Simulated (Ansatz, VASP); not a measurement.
**NaCl: VASP beside Ansatz**

Contents of INCAR:

```
SYSTEM = NaCl
ALGO     = Normal         ! electronic algorithm
EDIFF    = 1E-7           ! SCF threshold, eV
EDIFFG   = -0.005         ! ionic threshold
ENCUT    = 500            ! plane-wave cutoff, eV
GGA      = PE             ! functional
GGA_COMPAT= .FALSE.      
IBRION   = 2              ! ionic algorithm
ISIF     = 3              ! what is computed and relaxed
ISMEAR   = -1             ! smearing method
IVDW     = 13             ! dispersion correction
LASPH    = .TRUE.         ! aspherical terms in the spheres
LCHARG   = .FALSE.        ! write CHGCAR
LREAL    = .FALSE.        ! projectors in reciprocal space
LWAVE    = .FALSE.        ! write WAVECAR
NELM     = 120            ! most SCF steps
NELMIN   = 4            
NSW      = 80             ! ionic steps
PREC     = Accurate       ! precision mode
SIGMA    = 0.05           ! smearing width, eV
```

Contents of KPOINTS:

```
k-points
0
G
  8 8 8
  0 0 0
```

File POSCAR:

```
NaCl
1.0
    3.5021900000      0.0000000000      0.0000000000
    0.0000000000      3.5021900000      0.0000000000
    0.0000000000      0.0000000000      3.5021900000
Cl Na
1 1
Direct
    0.5000000000      0.5000000000      0.5000000000
    0.0000000000      0.0000000000      0.0000000000
```

input.yaml

```yaml
crystal:
  lattice:
    - [3.50219, 0.0, 0.0]
    - [0.0, 3.50219, 0.0]
    - [0.0, 0.0, 3.50219]
  atoms:
    - { symbol: Cl, position: [0.5, 0.5, 0.5] }
    - { symbol: Na, position: [0.0, 0.0, 0.0] }
kpoints:
  mp_grid: { grid: [8, 8, 8] }
scf:
  occupations: { method: fermi_dirac, width: 0.05 }
hamiltonian:
  xc: pbe
  dispersion: d4
  pseudopotentials: { kind: all_electron, lapw: { basis_error: 0.001 } }
output:
  forces: true
  stress: true
relax:
  f_tol: 0.005
  max_steps: 60
  cell: {}
```

Alike in both runs: task relaxation of cell and atoms; functional PBE; dispersion D4; k mesh 8 × 8 × 8; occupations fermi-dirac, width 0.05 eV; no spin polarisation.

|  | VASP | Ansatz |
| --- | --- | --- |
| version | VASP 6.6.1 | Ansatz 0.2.0 |
| potentials or method | VASP PAW PBE potentials, release 64 (Cl, Na_pv), cutoff 500 eV | all-electron LAPW, scalar-relativistic |

VASP gave:

| Property | Result |
| --- | --- |
| relaxed volume (Å³/atom) | 20.91 |
| relaxed cell length with the largest relative difference (Å) | 3.471 |

Question: Estimate Ansatz's values.

Answer: Relaxed volume (Å³/atom): 20.95; relaxed cell length with the largest relative difference (Å): 3.473.

Ansatz ran all-electron here, and VASP with PAW potentials.
